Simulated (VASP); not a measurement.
Input of a VASP 6.6.1 run:

The input INCAR:

```
SYSTEM = InAs
PREC     = Accurate       ! precision mode
ENCUT    = 500            ! plane-wave cutoff, eV
EDIFF    = 1E-7           ! SCF threshold, eV
ISMEAR   = 0              ! smearing method
SIGMA    = 0.1            ! smearing width, eV
LREAL    = .FALSE.        ! projectors in reciprocal space
LASPH    = .TRUE.         ! aspherical terms in the spheres
NELM     = 120            ! most SCF steps
ALGO     = Normal         ! electronic algorithm
ISIF     = 4              ! what is computed and relaxed
LWAVE    = .FALSE.        ! write WAVECAR
LCHARG   = .FALSE.        ! write CHGCAR
GGA      = PE             ! functional
IVDW     = 12             ! dispersion correction
IBRION   = 2              ! ionic algorithm
NSW      = 30             ! ionic steps
EDIFFG   = -0.009         ! ionic threshold
ISYM     = 0            
GGA_COMPAT= .FALSE.      
NELMIN   = 4
```

Contents of KPOINTS:

```
Automatic mesh
0
Gamma
  2 2 2
  0.5 0.5 0
```

The input POSCAR:

```
InAs
1.0
    0.0000000000      2.8773040000      2.8773040000
    2.8773040000      0.0000000000      2.8773040000
    2.8773040000      2.8773040000      0.0000000000
In As
1 1
Direct
    0.5000000000      0.5000000000      0.5000000000
    0.0000000000      0.0000000000      0.0000000000
```

Potentials or basis: VASP PAW PBE potentials, release 64 (In_d, As).

Run with:

```console
$ cat potpaw_PBE.64/In_d/POTCAR potpaw_PBE.64/As/POTCAR > POTCAR
$ mpirun -np 1 vasp_std > vasp.out
```

(1) Predict the dispersion energy per atom.

(2) What does it give for the band gap on the k mesh?

## Answers

(1) -0.377 eV.

(2) 0.73 eV, indirect (least direct gap 1.96 eV).

Caveat: the k points lie up to 0.95 Å⁻¹ apart in the final cell; the relaxation stopped at its first step, so nothing moved; spin-orbit coupling is left out, which moves the levels of the heavy elements.
